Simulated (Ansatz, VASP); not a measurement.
# Two plane-wave programs on Al3H

The input INCAR:

```
  PREC = Accurate
  ENCUT = 600
  EDIFF = 1E-6
  ISMEAR = 0
  SIGMA = 0.1
  LREAL = F
  LASPH = T
  NELM = 80
  ALGO = Normal
  ISIF = 3
  LWAVE = F
  LCHARG = F
  GGA = PE
  IBRION = 2
  NSW = 90
  EDIFFG = -0.04
```

Contents of KPOINTS:

```
regular mesh
0
Gamma
  6 6 2
```

The input POSCAR:

```
Al3H
1.0
    2.9167509300      0.0000000000      0.0000000000
   -1.4583754600      2.5259804000      0.0000000000
    0.0000000000      0.0000000000      9.1166311200
Al H
3 1
Direct
    0.0000000000      0.0000000000      0.0000000000
    0.6666666700      0.3333333300      0.7309134000
    0.6666666700      0.3333333300      0.2690866000
    0.0000000000      0.0000000000      0.5000000000
```

Input for Ansatz:

```yaml
crystal:
  lattice:
    - [2.91675093, 0.0, 0.0]
    - [-1.45837546, 2.5259804, 0.0]
    - [0.0, 0.0, 9.11663112]
  atoms:
    - { symbol: Al, position: [0.0, 0.0, 0.0] }
    - { symbol: Al, position: [0.66666667, 0.33333333, 0.7309134] }
    - { symbol: Al, position: [0.66666667, 0.33333333, 0.2690866] }
    - { symbol: H, position: [0.0, 0.0, 0.5] }
basis:
  ecutwfc: 420
kpoints:
  mp_grid: { grid: [6, 6, 2] }
hamiltonian:
  xc: pbe
scf:
  occupations: { method: gaussian, width: 0.1 }
  lower_state_search: "off"
output:
  forces: true
  stress: true
  eigenvalues: true
relax:
  adjacent_minimum: "off"
  f_tol: 0.04
  max_steps: 70
  cell: { stress_tol: 0.4 }
```

Change from the starting cell: species swapped into the Mg3Zn type (P-6m2, No. 187).

Alike in both runs: task relaxation of cell and atoms; functional PBE; k mesh 6 × 6 × 2; occupations gaussian, width 0.1 eV; no spin polarisation.

|  | VASP | Ansatz |
| --- | --- | --- |
| version | VASP 6.6.1 | Ansatz 0.2.0 |
| potentials or method | VASP PAW PBE potentials, release 64 (Al, H), cutoff 600 eV | scalar-relativistic, plane waves, PAW |
| valence electrons in the cell | 10 | 10 |

Ansatz gave:

- gap on the k mesh at the Fermi level, each at its own relaxed structure (eV): none
- relaxed volume (Å³/atom): 13.56
- relaxed length of the cell vector where the two differ most in proportion (Å): 8.181

**Question.** Which values does VASP return?

**Answer.** gap on the k mesh at the Fermi level, each at its own relaxed structure (eV): none; relaxed volume (Å³/atom): 13.53; relaxed length of the cell vector where the two differ most in proportion (Å): 8.170.

A gap of «none» marks a metal or a gap that the smearing closes.

The k mesh is coarse, so the values compare programs but aren't converged. Noted on VASP's run: the volume moved by over 15 % at a fixed basis, so the end points are rough.
